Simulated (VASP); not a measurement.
Write the native input for VASP 6.6.1 that does the following.

- Task: single point
- Functional: PBE
- Potentials or basis: VASP PAW PBE potentials, release 64 (Si, N)
- Cutoff: 520 eV
- k mesh: 6 × 6 × 6
- Occupations: gaussian, width 0.02 eV
- Spin: no spin polarisation
- Dipole correction: no
- Further INCAR settings: ALGO = Normal; EDIFF = 1e-06; NBANDS = 45

The structure of Si3N4 lies in POSCAR:

```
Si3N4
1.0
   -3.1789573836      3.1789573836      3.1789573836
    3.1789573836     -3.1789573836      3.1789573836
    3.1789573836      3.1789573836     -3.1789573836
Si N
6 8
Direct
    0.2500000000      0.1250000000      0.8750000000
    0.8750000000      0.2500000000      0.1250000000
    0.7500000000      0.3750000000      0.6250000000
    0.6250000000      0.7500000000      0.3750000000
    0.1250000000      0.8750000000      0.2500000000
    0.3750000000      0.6250000000      0.7500000000
    0.5569226889      0.5569226889      0.5569226889
    0.4430773111      0.5000000000      0.0000000000
    0.5000000000      0.0000000000      0.9430773111
    0.0000000000      0.4430773111      0.5000000000
    0.9430773111      0.5000000000      0.0000000000
    0.0569226889      0.0569226889      0.0569226889
    0.0000000000      0.9430773111      0.5000000000
    0.5000000000      0.0000000000      0.4430773111
```

One way to write it, as run:

INCAR

```
SYSTEM = Si3N4
PREC     = Accurate       ! precision mode
ENCUT    = 520            ! plane-wave cutoff, eV
EDIFF    = 1E-6           ! SCF threshold, eV
ISMEAR   = 0              ! smearing method
SIGMA    = 0.02           ! smearing width, eV
LREAL    = .False.        ! projectors in reciprocal space
LASPH    = .True.         ! aspherical terms in the spheres
NELM     = 60             ! most SCF steps
ALGO     = Normal         ! electronic algorithm
ISIF     = 2              ! what is computed and relaxed
LWAVE    = .False.        ! write WAVECAR
LCHARG   = .False.        ! write CHGCAR
GGA      = PE             ! functional
NBANDS   = 45             ! bands
```

KPOINTS

```
regular mesh
0
Gamma
  6 6 6
  0 0 0
```

Potentials or basis: VASP PAW PBE potentials, release 64 (Si, N).

Launch:

```console
$ cat potpaw_PBE.64/Si/POTCAR potpaw_PBE.64/N/POTCAR > POTCAR
$ mpirun -np 1 vasp_std > vasp.out
```

It gave:

* Pressure: 17.0 GPa
* Largest force: 0.008 eV/Å
* Band gap on the k mesh: 4.20 eV (least direct gap 4.39 eV)

Caveat: the cell stands under pressure.

Run time: 51 s on 1 thread of Intel(R) Xeon(R) 6975P-C (Granite Rapids) (shared host), peak memory 0.26 GiB.
